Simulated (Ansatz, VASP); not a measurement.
**Two plane-wave programs on MgO**

```
Mg O
1.0
     3.31424    0.00000    0.00000
    -1.65712    2.87022    0.00000
     0.00000    0.00000    5.12234
Mg O
2 2
Direct
  0.00000 0.00000 0.99158
  0.33333 0.66667 0.49158
  0.00000 0.00000 0.38342
  0.33333 0.66667 0.88342
```

Alike in both runs: task relaxation of cell and atoms; functional PBE; k mesh 12 × 12 × 6; occupations gaussian, width 0.02 eV; no spin polarisation.

|  | VASP | Ansatz |
| --- | --- | --- |
| version | VASP 6.6.1 | Ansatz 0.2.0 |
| potentials or method | VASP PAW PBE potentials, release 64 (Mg, O), cutoff 600 eV | scalar-relativistic, plane waves, PAW |
| valence electrons in the cell | 16 | 32 |

```tsv
	VASP	Ansatz	Ansatz less VASP
gap on the k mesh at the Fermi level, each at its own relaxed structure (eV)	3.42	3.41	-0.011
relaxed volume (Å³/atom)	12.12	12.18	+0.060
relaxed cell length with the largest relative difference (Å)	5.114	5.122	+0.0086
```

VASP's potentials hold 16 valence electrons a cell and Ansatz's 32, so a difference there can come from the potentials and not from the codes.
